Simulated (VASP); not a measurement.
A run of VASP 6.6.1:

INCAR

```
PREC = Accurate ; ENCUT = 520
EDIFF = 1E-8 ; ISMEAR = -1
SIGMA = 0.03 ; LREAL = False
LASPH = True ; NELM = 100
ALGO = Normal ; ISIF = 2
LWAVE = False ; LCHARG = False
GGA = PE ; LEFG = True
NBANDS = 16
```

The input KPOINTS:

```
regular mesh
0
Gamma
  10 10 10
```

Contents of POSCAR:

```
InSb
1.0
    0.0000000000      3.1953230120      3.1953230120
    3.1953230120      0.0000000000      3.1953230120
    3.1953230120      3.1953230120      0.0000000000
In Sb
1 1
Direct
    0.0000000000      0.0000000000      0.0000000000
    0.7500000000      0.7500000000      0.7500000000
```

Potentials or basis: VASP PAW PBE potentials, release 64 (In_d, Sb).

Launch:

```bash
$ cat potpaw_PBE.64/In_d/POTCAR potpaw_PBE.64/Sb/POTCAR > POTCAR
$ mpirun -np 1 vasp_std > vasp.out
```

Hardware: 1 thread of Intel Xeon 8259CL, on a shared host.

**Question.** How long does it take, and how much memory?

**Answer.** Wall time 110 s on 1 thread of Intel Xeon 8259CL, on a shared host, peak memory 0.23 GiB. Counts: scf iterations 17, k points 47.
